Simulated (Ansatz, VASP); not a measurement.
## One calculation of GaH2, two programs

```
CELL_PARAMETERS angstrom
0.00000 2.44095 2.44095
2.44095 0.00000 2.44095
2.44095 2.44095 0.00000
ATOMIC_POSITIONS crystal
Ga 0.00000 0.00000 0.00000
H 0.25000 0.25000 0.25000
H 0.75000 0.75000 0.75000
```

Alike in both runs: task relaxation of cell and atoms; functional PBE; k mesh 16 × 16 × 16; occupations gaussian, width 0.1 eV; no spin polarisation.

```csv
,VASP,Ansatz
version,VASP 6.6.1,Ansatz 0.2.0
potentials or method,"VASP PAW PBE potentials, release 64 (Ga_d, H), cutoff 600 eV","scalar-relativistic, plane waves, PAW"
valence electrons in the cell,15,15
```

```tsv
	VASP	Ansatz	Ansatz less VASP
gap on the k mesh at the Fermi level, each at its own relaxed structure (eV)	none	none	-
relaxed volume (Å³/atom)	9.30	9.30	-0.008
relaxed length of the cell vector where the two differ most in proportion (Å)	3.405	3.404	-0.0010
```

A gap of «none» marks a metal or a gap that the smearing closes.
